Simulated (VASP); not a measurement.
# As (P6_3/mmc) in VASP: a series of runs, part 2 of 2

VASP 6.6.1. The steps go on from the part before.

### 5 Relaxation of shape and atoms at fixed volume, PBEsol

This run uses another cell than the first one, of 16.19 Å³/atom, 1.517 times its volume.

File INCAR:

```
  ALGO = Normal
  EDIFF = 1E-6
  EDIFFG = -0.005
  ENCUT = 600
  GGA = PS
  IBRION = 2
  ISIF = 4
  ISMEAR = -1
  LASPH = True
  LCHARG = False
  LREAL = False
  LWAVE = False
  NELM = 80
  NSW = 50
  PREC = Accurate
  SIGMA = 0.08
```

File KPOINTS:

```
k-points
0
Gamma
  14 14 8
```

File POSCAR:

```
As
1.0
    2.8248162138      0.0000000000      0.0000000000
   -1.4124081069      2.4463626021      0.0000000000
    0.0000000000      0.0000000000      4.6866696365
As
2
Direct
    0.3333333333      0.6666666667      0.2500000000
    0.6666666667      0.3333333333      0.7500000000
```

Potentials or basis: VASP PAW PBE potentials, release 64 (As).

On the command line:

```console
> cat potpaw_PBE.64/As/POTCAR > POTCAR
> mpirun -np 1 vasp_std > vasp.out
```

OUTCAR:

```text
EDIFF = 1E-6
   EDIFFG = -0.005
   ENCUT = 600
   GGA = PS
   IBRION = 2
   ISIF = 4
   ISMEAR = -1
   LASPH = True
   LREAL = False
   NELM = 80
   NSW = 50
   PREC = Accurate

 ion  position               nearest neighbor table
   1  0.333  0.667  0.250-   2 2.86   2 2.86   2 2.86   2 2.86   2 2.86   2 2.86
   2  0.667  0.333  0.750-   1 2.86   1 2.86   1 2.86   1 2.86   1 2.86   1 2.86

  LATTYP: Found a hexagonal cell.
 ALAT       =     2.8248162138
 C/A-ratio  =     1.6591060380

  Lattice vectors:

 A1 = (   2.8248162138,   0.0000000000,   0.0000000000)
 A2 = (  -1.4124081069,   2.4463626021,   0.0000000000)
 A3 = (   0.0000000000,   0.0000000000,   4.6866696365)

Analysis of symmetry for initial positions (statically):
=====================================================================
 Subroutine PRICEL returns:
 Original cell was already a primitive cell.

 Routine SETGRP: Setting up the symmetry group for a
 hexagonal supercell.

 Subroutine GETGRP returns: Found 24 space group operations
 (whereof 12 operations were pure point group operations)
 out of a pool of 24 trial point group operations.
[... 173 lines left out ...]
  -------------------------------------------------------------------------------------
  Total        3.2063453      3.2063453      3.1619487     -0.0000000      0.0000000     -0.0000000
  in kB      158.6154575    158.6154575    156.4191926     -0.0000000      0.0000000     -0.0000000
  external PRESSURE =     157.8833692 kB  Pullay stress =       0.0000000 kB
[... 59 lines left out ...]
--------------------------------------- Ionic step        3  -------------------------------------------

 number of electron      10.0000001 magnetization

 Free energy of the ion-electron system (eV)
  ---------------------------------------------------
  ext. energy  EPLUGINS =         0.00000000
  ---------------------------------------------------
  free energy    TOTEN  =        -9.15533353 eV

  energy without entropy =       -9.13139578  energy(sigma->0) =       -9.14336465

 E-fermi :   8.4541     XC(G=0): -11.5843

 val. band max:        8.3820022480   @ k =   0.2143   0.2143   0.1250
 cond. band min:       8.4574827772   @ k =   0.1429   0.0714   0.0000
 fundamental gap:      0.0754805292
 Fermi energy:         8.4540529882

 k-point     1 :       0.0000    0.0000    0.0000
  band No.  band energies     occupation
      1      -8.3524      2.00000
      2      -3.0091      2.00000
      3       0.3045      2.00000
      4      13.4849      0.00000
      5      13.4849      0.00000
      6      15.3869      0.00000
      7      15.4456      0.00000
      8      15.4456      0.00000
      9      19.1285      0.00000
[... 265 lines left out ...]
 k-point    24 :       0.3571    0.2857    0.0000
  band No.  band energies     occupation
      1      -1.7642      2.00000
      2      -1.0011      2.00000
      3       2.3637      2.00000
      4       5.1828      2.00000
      5       5.5724      2.00000
      6       6.7651      2.00000
      7       7.3141      2.00000
      8       7.7495      1.99970
      9      12.6575      0.00000

 [... further k-points ...]
[... 5 lines left out ...]
  --------------------------------------------------------------------------------------
  -------------------------------------------------------------------------------------
  Total        3.1933154      3.1933154      3.1932178      0.0000000      0.0000000      0.0000000
  in kB      157.9708786    157.9708786    157.9660510      0.0000000      0.0000000      0.0000000
  external PRESSURE =     157.9692694 kB  Pullay stress =       0.0000000 kB
[... 17 lines left out ...]
  FREE ENERGIE OF THE ION-ELECTRON SYSTEM (eV)
  ---------------------------------------------------
  free  energy   TOTEN  =        -9.1553335265 eV

  energy  without entropy=       -9.1313957795  energy(sigma->0) =       -9.14336465

 reached required accuracy - stopping structural energy minimisation
```

OSZICAR:

```text
N       E                     dE             d eps       ncg     rms          rms(c)
DAV:   1     0.299605908193E+02    0.29961E+02   -0.49007E+03  2160   0.107E+03
DAV:   2    -0.813965491942E+01   -0.38100E+02   -0.37037E+02  3428   0.130E+02
[... 13 lines left out ...]
   2 F= -.91553278E+01 E0= -.91434041E+01  d E =-.136098E-04
       N       E                     dE             d eps       ncg     rms          rms(c)
DAV:   1    -0.915534130565E+01   -0.13548E-04   -0.70585E-04  2229   0.164E-01    0.141E-02
DAV:   2    -0.915533635109E+01    0.49546E-05   -0.17966E-05  2237   0.322E-02    0.780E-03
DAV:   3    -0.915533351382E+01    0.28373E-05   -0.67756E-06  2266   0.155E-02    0.734E-04
DAV:   4    -0.915533352645E+01   -0.12629E-07   -0.19827E-07  1095   0.349E-03
   3 F= -.91553335E+01 E0= -.91433647E+01  d E =-.193611E-04
```

It took 49 s on 1 thread of AMD EPYC 9R45 (Zen 5), shared host; peak memory 0.15 GiB.

Results:

```
Free energy               : -9.1553 eV
Energy gained by relaxing : 0.0 meV/atom
Ionic steps               : 3
Pressure after relaxing   : 15.8 GPa
Band gap on the k mesh    : zero (band 5 reaches 14.50 eV, above the bottom of band 6 at 4.16 eV)
```

Final structure:
```xyz
2
Lattice="2.8266 0.0000 0.0000 -1.4133 2.4479 0.0000 0.0000 0.0000 4.6807" Properties=species:S:1:pos:R:3 pbc="T T T"
As    0.0000    1.6320    1.1702
As    1.4133    0.8160    3.5105
```

Levels at points of the mesh, in eV from the Fermi level:
```tsv
k point	band 3	band 4	band 5	band 6	band 7	band 8
(0.00, 0.00, 0.00)	-8.15	5.03	5.03	6.93	6.99	6.99
(0.50, 0.00, 0.00)	-5.52	-4.21	-3.18	-0.62	0.71	4.94
(0.00, 0.00, 0.50)	-1.26	-1.26	6.05	6.05	6.05	6.05
(0.50, 0.00, 0.50)	-7.40	-7.40	2.26	2.26	2.41	2.41
```

Caveat: the PAW data sets were made with another functional, which shifts forces and pressure a little.

### 6 Relaxation of cell and atoms, PBEsol

This run uses another cell than the first one, of 19.00 Å³/atom, 1.780 times its volume.

File INCAR:

```
SYSTEM = As
  PREC = Accurate
  ENCUT = 600
  EDIFF = 1E-6
  ISMEAR = -1
  SIGMA = 0.08
  LREAL = .FALSE.
  LASPH = .TRUE.
  NELM = 80
  ALGO = Normal
  ISIF = 3
  LWAVE = .FALSE.
  LCHARG = .FALSE.
  GGA = PS
  IBRION = 2
  NSW = 60
  EDIFFG = -0.005
```

File KPOINTS:

```
regular mesh
0
G
  14 14 8
  0 0 0
```

File POSCAR:

```
As
1.0
    3.0031658500      0.0000000000      0.0000000000
   -1.5015829250      2.6008179178      0.0000000000
    0.0000000000      0.0000000000      4.8651286769
As
2
Direct
    0.3333333333      0.6666666667      0.2500000000
    0.6666666667      0.3333333333      0.7500000000
```

Potentials or basis: VASP PAW PBE potentials, release 64 (As).

On the command line:

```console
> cat potpaw_PBE.64/As/POTCAR > POTCAR
> mpirun -np 1 vasp_std > vasp.out
```

OUTCAR:

```text
SYSTEM = As
   PREC = Accurate
   ENCUT = 600
   EDIFF = 1E-6
   ISMEAR = -1
   LREAL = .FALSE.
   LASPH = .TRUE.
   NELM = 80
   ISIF = 3
   GGA = PS
   IBRION = 2
   NSW = 60
   EDIFFG = -0.005

 ion  position               nearest neighbor table
   1  0.333  0.667  0.250-
   2  0.667  0.333  0.750-

  LATTYP: Found a hexagonal cell.
 ALAT       =     3.0031658500
 C/A-ratio  =     1.6200000000

  Lattice vectors:

 A1 = (   3.0031658500,   0.0000000000,   0.0000000000)
 A2 = (  -1.5015829250,   2.6008179178,   0.0000000000)
 A3 = (   0.0000000000,   0.0000000000,   4.8651286769)

Analysis of symmetry for initial positions (statically):
=====================================================================
 Subroutine PRICEL returns:
 Original cell was already a primitive cell.

 Routine SETGRP: Setting up the symmetry group for a
 hexagonal supercell.

 Subroutine GETGRP returns: Found 24 space group operations
 (whereof 12 operations were pure point group operations)
 out of a pool of 24 trial point group operations.

The static configuration has the point symmetry D_3d.
 The point group associated with its full space group is D_6h.

Analysis of symmetry for dynamics (positions and initial velocities):
=====================================================================
 Subroutine PRICEL returns:
 Original cell was already a primitive cell.

 Routine SETGRP: Setting up the symmetry group for a
 hexagonal supercell.

 Subroutine GETGRP returns: Found 24 space group operations
 (whereof 12 operations were pure point group operations)
 out of a pool of 24 trial point group operations.

The dynamic configuration has the point symmetry D_3d.
 The point group associated with its full space group is D_6h.

 Subroutine INISYM returns: Found 24 space group operations
 (whereof 12 operations are pure point group operations),
 and found     1 'primitive' translations

----------------------------------------------------------------------------------------

                                     Primitive cell

  volume of cell :      38.0000

  direct lattice vectors                    reciprocal lattice vectors
     3.003165850  0.000000000  0.000000000     0.332981943  0.192247214  0.000000000
    -1.501582925  2.600817918  0.000000000     0.000000000  0.384494429  0.000000000
     0.000000000  0.000000000  4.865128677     0.000000000  0.000000000  0.205544409

  length of vectors
     3.003165850  3.003165850  4.865128677     0.384494429  0.384494429  0.205544409

  position of ions in fractional coordinates (direct lattice)
     0.333333333  0.666666667  0.250000000
     0.666666667  0.333333333  0.750000000

  ion indices of the primitive-cell ions
   primitive index   ion index
                 1           1
                 2           2

----------------------------------------------------------------------------------------

 KPOINTS: regular mesh

Automatic generation of k-mesh.
 Grid dimensions read from file:
[... 58 lines left out ...]
   ICHARG =      2    charge: 1-file 2-atom 10-const
   ISPIN  =      1    spin polarized calculation?
   LNONCOLLINEAR =      F non collinear calculations
   LSORBIT =      F    spin-orbit coupling
   LASPH  =      T    aspherical Exc in radial PAW
   ENCUT  =  600.0 eV  44.10 Ry    6.64 a.u.   6.00  6.00  9.72*2*pi/ulx,y,z
   NELM   =     80;   NELMIN=  2; NELMDL= -5     # of ELM steps
   EDIFF  = 0.1E-05   stopping-criterion for ELM
   LREAL  =      F    real-space projection
   EDIFFG = -.5E-02   stopping-criterion for IOM
   NSW    =     60    number of steps for IOM
   IBRION =      2    ionic relax: 0-MD 1-quasi-New 2-CG
   NFREE  =      1    steps in history (QN), initial steepest desc. (CG)
   ISIF   =      3    stress and relaxation
   ISYM   =      2    0-nonsym 1-usesym 2-fastsym
   POTIM  = 0.5000    time-step for ionic-motion
   TEBEG  =    0.0;   TEEND  =   0.0 temperature during run
   PSTRESS=    0.0 pullay stress
   NELECT =      10.0000    total number of electrons
   NUPDOWN=      -1.0000    fix difference up-down
   EMIN   =  10.00;   EMAX   =-10.00  energy-range for DOS
   EFERMI =   0.00;   METHOD = LEGACY
   ISMEAR =    -1;   SIGMA  =   0.08  broadening in eV -4-tet -1-fermi 0-gaus
   EFERMI_NEDOS =   21; number of points for ismear=-14 and -15
   IALGO  =     38    algorithm
   IMIX   =      4    mixing-type and parameters
     AMIX     =   0.40;   BMIX     =  1.00
     AMIX_MAG =   1.60;   BMIX_MAG =  1.00
  volume/ion in A,a.u.               =      19.00       128.22
  Fermi-wavevector in a.u.,A,eV,Ry     =   1.049092  1.982497 14.974495  1.100594
  Thomas-Fermi vector in A             =   2.184041
   LORBIT       =      0    0 simple, 1 ext, 2 COOP (PROOUT), +10 PAW based schemes
   GGA     = PS    functional components
   LHFCALC =     F    Hartree Fock is set to
   AEXX    =    0.0000 exact exchange contribution
   IVDW    =     0    specifies the selected vdW correction
   LEPSILON=     F    determine dielectric tensor
   LRPA    =     F    only Hartree local field effects (RPA)
 conjugate gradient relaxation of ions
 non-spin polarized calculation
  energy-cutoff  :      600.00
  volume of cell :       38.00
 maximum number of plane-waves:      1294
 NGX is ok and might be reduce to    24
   NGX = 11   NGY = 11   NGZ = 19

--------------------------------------- Ionic step        1  -------------------------------------------

 number of electron      10.0000000 magnetization

 Free energy of the ion-electron system (eV)
  ---------------------------------------------------
  ext. energy  EPLUGINS =         0.00000000
  ---------------------------------------------------
  free energy    TOTEN  =        -9.34060457 eV

  energy without entropy =       -9.31253897  energy(sigma->0) =       -9.32657177

------------------------ aborting loop because EDIFF is reached ----------------------------------------

  FORCE on cell =-STRESS in cart. coord.  units (eV):
  Direction    XX          YY          ZZ          XY          YZ          ZX
  --------------------------------------------------------------------------------------
  -------------------------------------------------------------------------------------
  Total       -0.7131554     -0.7131554     -0.3833565      0.0000000      0.0000000     -0.0000000
  in kB      -30.0684596    -30.0684596    -16.1632903      0.0000000      0.0000000     -0.0000000
  external PRESSURE =     -25.4334032 kB  Pullay stress =       0.0000000 kB
[... 89 lines left out ...]
  FREE ENERGIE OF THE ION-ELECTRON SYSTEM (eV)
  ---------------------------------------------------
  free  energy   TOTEN  =        -9.3507948579 eV

  energy  without entropy=       -9.3229679573  energy(sigma->0) =       -9.33688141

[... ionic steps 4 to 8 ...]

--------------------------------------- Ionic step        9  -------------------------------------------

 number of electron      10.0000000 magnetization

------------------------ aborting loop because EDIFF is reached ----------------------------------------
[... 67 lines left out ...]
--------------------------------------- Ionic step       11  -------------------------------------------

 number of electron      10.0000000 magnetization

 Free energy of the ion-electron system (eV)
  ---------------------------------------------------
  ext. energy  EPLUGINS =         0.00000000
  ---------------------------------------------------
  free energy    TOTEN  =        -9.35245738 eV

  energy without entropy =       -9.32486579  energy(sigma->0) =       -9.33866158

 E-fermi :   6.8405     XC(G=0): -11.0079

 val. band max:        6.8364516835   @ k =   0.2857   0.0000   0.1250
 cond. band min:       6.8476379590   @ k =   0.3571   0.2143   0.0000
 fundamental gap:      0.0111862756
 Fermi energy:         6.8404887679

 k-point     1 :       0.0000    0.0000    0.0000
  band No.  band energies     occupation
      1      -8.6620      2.00000
      2      -4.2017      2.00000
      3      -0.2620      2.00000
      4      11.1283      0.00000
      5      11.1283      0.00000
      6      12.6320      0.00000
      7      12.7897      0.00000
      8      12.7897      0.00000
      9      16.6255      0.00000
[... 265 lines left out ...]
 k-point    24 :       0.3571    0.2857    0.0000
  band No.  band energies     occupation
      1      -3.0609      2.00000
      2      -2.4326      2.00000
      3       1.5321      2.00000
      4       3.8175      2.00000
      5       4.1317      2.00000
      6       5.4556      2.00000
      7       5.8128      1.99999
      8       6.3361      1.99635
      9      11.3581      0.00000

 [... further k-points ...]
[... 5 lines left out ...]
  --------------------------------------------------------------------------------------
  -------------------------------------------------------------------------------------
  Total       -0.0022463     -0.0022463      0.0064329      0.0000000      0.0000000      0.0000000
  in kB       -0.0975622     -0.0975622      0.2793993      0.0000000      0.0000000      0.0000000
  external PRESSURE =       0.0280916 kB  Pullay stress =       0.0000000 kB
[... 17 lines left out ...]
  FREE ENERGIE OF THE ION-ELECTRON SYSTEM (eV)
  ---------------------------------------------------
  free  energy   TOTEN  =        -9.3524573780 eV

  energy  without entropy=       -9.3248657904  energy(sigma->0) =       -9.33866158

 reached required accuracy - stopping structural energy minimisation
```

OSZICAR:

```text
N       E                     dE             d eps       ncg     rms          rms(c)
DAV:   1     0.307976101499E+02    0.30798E+02   -0.47933E+03  2160   0.105E+03
DAV:   2    -0.825197926775E+01   -0.39050E+02   -0.37922E+02  3438   0.125E+02
DAV:   3    -0.934983716705E+01   -0.10979E+01   -0.10826E+01  2470   0.260E+01
[... 62 lines left out ...]
  10 F= -.93524542E+01 E0= -.93386528E+01  d E =0.529206E-06
       N       E                     dE             d eps       ncg     rms          rms(c)
DAV:   1    -0.935246040010E+01   -0.62001E-05   -0.10958E-04  2184   0.648E-02    0.896E-03
DAV:   2    -0.935245820461E+01    0.21955E-05   -0.18753E-06  1863   0.113E-02    0.490E-03
DAV:   3    -0.935245737804E+01    0.82656E-06   -0.23471E-06  1274   0.943E-03
  11 F= -.93524574E+01 E0= -.93386616E+01  d E =-.261015E-05
```

CONTCAR:

```text
As
   1.00000000000000
     2.9503107924818388    0.0000000000000000    0.0000000000000000
    -1.4751553962409194    2.5550440952748739    0.0000000000000000
     0.0000000000000000    0.0000000000000000    4.8935527179314953
  As
     2
Direct
     0.3333333332999970    0.6666666667000030    0.2500000000000000
     0.6666666667000030    0.3333333332999970    0.7500000000000000

  0.00000000E+00  0.00000000E+00  0.00000000E+00
  0.00000000E+00  0.00000000E+00  0.00000000E+00
```

Wall time 2.6 min (1 thread of AMD EPYC 9R45 (Zen 5), shared host); peak memory 0.16 GiB.

What came out:

- Free energy: -9.3525 eV
- Relaxed volume: 18.44 Å³/atom
- Relaxed cell: a = 2.950 Å, b = 2.950 Å, c = 4.894 Å, α = 90.00°, β = 90.00°, γ = 120.00°
- Space group after relaxing (to 0.05 Å): P6_3/mmc (No. 194)
- Energy gained by relaxing: 5.9 meV/atom
- Ionic steps: 11
- Pressure after relaxing: 0.0 GPa
- Band gap on the k mesh: zero (band 5 reaches 11.97 eV, above the bottom of band 6 at 3.17 eV)

The path:
| step | energy change (eV) | largest force (eV/Å) | pressure (GPa) | volume (Å³) |
| --- | --- | --- | --- | --- |
| 1 | 0.0000 | 0.0000 | -2.54 | 38.00 |
| 2 | -0.0085 | 0.0000 | 1.32 | 36.36 |
| 3 | -0.0102 | 0.0000 | 0.14 | 36.83 |
| 4 | -0.0111 | 0.0000 | 0.10 | 36.84 |
| 5 | -0.0119 | 0.0000 | 0.05 | 36.87 |
| 6 | -0.0119 | 0.0000 | 0.05 | 36.87 |
| 7 | -0.0119 | 0.0000 | 0.05 | 36.87 |
| 8 | -0.0117 | 0.0000 | 0.07 | 36.86 |
| 9 | -0.0119 | 0.0000 | 0.05 | 36.87 |
| 10 | -0.0118 | 0.0000 | -0.04 | 36.91 |
| 11 | -0.0119 | 0.0000 | 0.00 | 36.89 |

Final structure:
```
As
1.0
     2.95031    0.00000    0.00000
    -1.47516    2.55504    0.00000
     0.00000    0.00000    4.89355
As
2
Cartesian
  0.0000 1.7034 1.2234
  1.4752 0.8517 3.6702
```

Levels at points of the mesh, in eV from the Fermi level:
| k point | band 2 | band 3 | band 4 | band 5 | band 6 | band 7 | band 8 | band 9 |
| --- | --- | --- | --- | --- | --- | --- | --- | --- |
| (0.00, 0.00, 0.00) | -11.04 | -7.10 | 4.29 | 4.29 | 5.79 | 5.95 | 5.95 | 9.79 |
| (0.50, 0.00, 0.00) | -9.54 | -5.31 | -3.81 | -2.71 | -0.30 | 0.64 | 4.17 | 5.45 |
| (0.00, 0.00, 0.50) | -14.05 | -1.25 | -1.25 | 5.12 | 5.12 | 5.12 | 5.12 | 11.01 |
| (0.50, 0.00, 0.50) | -10.01 | -6.45 | -6.45 | 1.95 | 1.95 | 1.98 | 1.98 | 7.26 |

Caveat: the PAW data sets were made with another functional, which shifts forces and pressure a little.

### 7 The runs side by side

```tsv
task	cell	gap on the mesh (eV)	pressure (GPa)
relaxation of shape and atoms at fixed volume	relaxed from a = 2.458, b = 2.458, c = 4.079 Å, angles 90.0, 90.0, 120.0°, 2 atoms	none	163.2
relaxation of shape and atoms at fixed volume	relaxed from a = 2.592, b = 2.592, c = 4.301 Å, angles 90.0, 90.0, 120.0°, 2 atoms	none	82.0
relaxation of shape and atoms at fixed volume	relaxed from a = 2.713, b = 2.713, c = 4.502 Å, angles 90.0, 90.0, 120.0°, 2 atoms	none	39.6
relaxation of shape and atoms at fixed volume	relaxed from a = 2.825, b = 2.825, c = 4.687 Å, angles 90.0, 90.0, 120.0°, 2 atoms	none	15.8
relaxation of cell and atoms	relaxed from a = 3.003, b = 3.003, c = 4.865 Å, angles 90.0, 90.0, 120.0°, 2 atoms	none	0.0
```

Alike in all rows: level PBEsol; potentials or basis VASP PAW PBE potentials, release 64 (As); no spin polarisation; k mesh 14 × 14 × 8; cutoff (eV) 600; smearing fermi-dirac 0.08 eV.

Caveats: the PAW data sets were made with another functional, which shifts forces and pressure a little.

Absolute energies hang on the potentials; compare differences alone.
